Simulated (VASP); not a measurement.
Input of a VASP 6.6.1 run:

Contents of INCAR:

```
PREC = Accurate
ENCUT = 520
EDIFF = 1E-6
ISMEAR = 0
SIGMA = 0.1
LREAL = False
LASPH = True
NELM = 100
ALGO = Normal
ISIF = 2
LWAVE = False
LCHARG = False
GGA = PE
NBANDS = 21
```

File KPOINTS:

```
regular mesh
0
Gamma
  6 6 2
```

Contents of POSCAR:

```
Mg3TeSe2
1.0
    4.0077262000      0.0000000000      0.0000000000
   -2.0038631000      3.4707927000      0.0000000000
    0.0000000000      0.0000000000      9.8229679000
Mg Te Se
3 1 2
Direct
    0.3333333000      0.6666667000      0.1817390000
    0.6666667000      0.3333333000      0.8182610000
    0.0000000000      0.0000000000      0.5000000000
    0.0000000000      0.0000000000      0.0000000000
    0.3333333000      0.6666667000      0.6593450000
    0.6666667000      0.3333333000      0.3406550000
```

Potentials or basis: VASP PAW PBE potentials, release 64 (Mg, Te, Se).

Command:

```bash
$ cat potpaw_PBE.64/Mg/POTCAR potpaw_PBE.64/Te/POTCAR potpaw_PBE.64/Se/POTCAR > POTCAR
$ mpirun -np 1 vasp_std > vasp.out
```

Problem. What does it give for the pressure?

Solution. -0.1 GPa.

Problem. Estimate the largest force.

Solution. 0.003 eV/Å.

Forces on the atoms (eV/Å):
```
Mg   0.000  0.000  0.003
Mg   0.000  0.000 -0.003
Mg   0.000  0.000  0.000
Te   0.000  0.000  0.000
Se   0.000  0.000 -0.001
Se   0.000  0.000  0.001
```
